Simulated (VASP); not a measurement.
# Si4S: single point with PBE

System: Si4S, a slab with vacuum.

```xyz
5
Lattice="3.8675 0.0000 0.0000 0.0000 3.8675 0.0000 0.0000 0.0000 19.6115" Properties=species:S:1:pos:R:3 pbc="T T T"
Si    0.0000    1.9338    4.0000
Si    0.0000    0.0000    5.3674
Si    1.9338    0.0000    6.7705
Si    1.9338    1.9338    8.1115
S     1.9338    1.9338   10.0867
```

```
Program                : VASP 6.6.1
Task                   : single point
Functional             : PBE
Potentials or basis    : VASP PAW PBE potentials, release 64 (Si, S)
Cutoff                 : 520 eV
k mesh                 : 7 × 7 × 1
Occupations            : gaussian, width 0.05 eV
Spin                   : collinear spin
Starting moments       : [0.0, 0.0, 0.0, 0.0, 2.0] μB
Dipole correction      : yes
Further INCAR settings : ALGO = Normal; EDIFF = 1e-07; NBANDS = 23
```

```json
{
 "Largest force": "0.263 eV/Å",
 "Net moment": "0.28 μB per cell",
 "Site moments": "Si +0.02, +0.00, +0.03, -0.00; S +0.09 μB",
 "Valence electrons inside the program's atomic spheres": "Si 1.58, 1.66, 1.67 (each value once); S 3.69"
}
```

Forces in eV/Å, atoms in the order of the input:
```
Si   0.000  0.000 -0.087
Si   0.000  0.000  0.263
Si   0.000  0.000 -0.254
Si   0.000  0.000  0.131
S    0.000  0.000 -0.054
```

Levels at points of the mesh, in eV from the Fermi level:
Spin up:
```
           k point  band 7  band 8  band 9  band 10  band 11  band 12  band 13  band 14  band 15  band 16
(0.00, 0.00, 0.00)   -1.99   -1.19   -0.95    -0.47    -0.07     1.35     1.47     1.73     2.54     3.47
```
Spin down:
```csv
k point,band 7,band 8,band 9,band 10,band 11,band 12,band 13,band 14,band 15,band 16
"(0.00, 0.00, 0.00)",-1.97,-1.09,-0.91,-0.40,0.11,1.37,1.51,1.75,2.57,3.49
```

It took 17 min on 1 thread of Intel Xeon 8259CL, with other jobs on the host, peak memory 0.54 GiB.

Caveat: a moment this small can come from the mesh or the smearing.
